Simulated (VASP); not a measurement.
Runs of VASP 6.6.1 on LiF. The structure is that of space group Fm-3m (No. 225), or close to it. The cells are those of the table. 

```csv
level,cell,k mesh,smearing,gap on the mesh (eV)
r2SCAN,"a = 2.824 Å, angles 60.6°, 2 atoms",10 × 10 × 10,gaussian 0.01 eV,10.34
PBE,"a = 2.824, b = 2.824, c = 2.835 Å, angles 59.9, 59.9, 60.3°, 2 atoms",10 × 10 × 10,fermi-dirac 0.02 eV,9.28
r2SCAN,"a = 2.821, b = 2.821, c = 2.779 Å, angles 60.5, 60.5, 61.0°, 2 atoms",10 × 10 × 10,gaussian 0.01 eV,(a)
PBE,"a = 2.824, b = 2.824, c = 2.835 Å, angles 59.9, 59.9, 60.3°, 2 atoms",6 × 6 × 6,gaussian 0.01 eV,9.28
PBE,"a = 2.835, b = 2.835, c = 2.821 Å, angles 60.2, 60.2, 59.7°, 2 atoms",6 × 6 × 6,gaussian 0.01 eV,9.25
```

Alike in all rows: task single point; potentials or basis VASP PAW PBE potentials, release 64 (Li_sv, F); no spin polarisation; cutoff (eV) 520.

Question: Estimate the missing entries.

Answer: (a) 10.46.

Caveats: some runs use coarse meshes.

A k mesh can miss the band edges.
